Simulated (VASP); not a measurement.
A run of VASP 6.6.1 is set up as follows.

File INCAR:

```
SYSTEM = CuAu
ALGO = Normal
EDIFF = 1E-6
ENCUT = 520
GGA = PE
GGA_COMPAT = .False.
ISIF = 2
ISMEAR = 1
LASPH = .True.
LCHARG = .True.
LELF = .True.
LREAL = .False.
LVHAR = .True.
LWAVE = .False.
NBANDS = 54
NELM = 120
PREC = Accurate
SIGMA = 0.1
```

The input KPOINTS:

```
k-points
0
Gamma
  2 2 2
  0 0 0
```

The input POSCAR:

```
CuAu
1.0
    5.6214980000      0.0000000000      0.0000000000
    0.0000000000      5.6214980000      0.0000000000
    0.0000000000      0.0000000000      3.6850000000
Cu Au
4 4
Direct
    0.2537916050      0.2490745349      0.4978013569
    0.2494977317      0.7514918621      0.4951668928
    0.7512981415      0.2496032196      0.4996922659
    0.7468285144      0.7497241838      0.5025289009
    0.0016125595     -0.0012185364     -0.0023666214
    0.0003803257      0.4997915146      0.0005701493
    0.4974268425      0.0019199509      0.0044635007
    0.5001236325      0.4995414034     -0.0011147897
```

Potentials or basis: VASP PAW PBE potentials, release 64 (Cu, Au).

The run is started by

```console
$ cat potpaw_PBE.64/Cu/POTCAR potpaw_PBE.64/Au/POTCAR > POTCAR
$ mpirun -np 1 vasp_std > vasp.out
```

Q: Predict the pressure.

A: 4.1 GPa.

Q: Estimate the band gap on the k mesh.

A: Zero (bands 44 and 45 overlap by 0.69 eV).

Forces in eV/Å, atoms in the order of the input:
```
Cu  -0.112  0.063  0.074
Cu   0.010 -0.072  0.121
Cu   0.013 -0.017  0.011
Cu   0.050  0.030 -0.045
Au  -0.197  0.055  0.008
Au  -0.007 -0.028 -0.032
Au   0.234 -0.124 -0.123
Au   0.009  0.093 -0.014
```

Caveat: the k points lie up to 0.85 Å⁻¹ apart, too coarse for converged energies and pressures of a metal; spin-orbit coupling is left out, which moves the levels of the heavy elements.
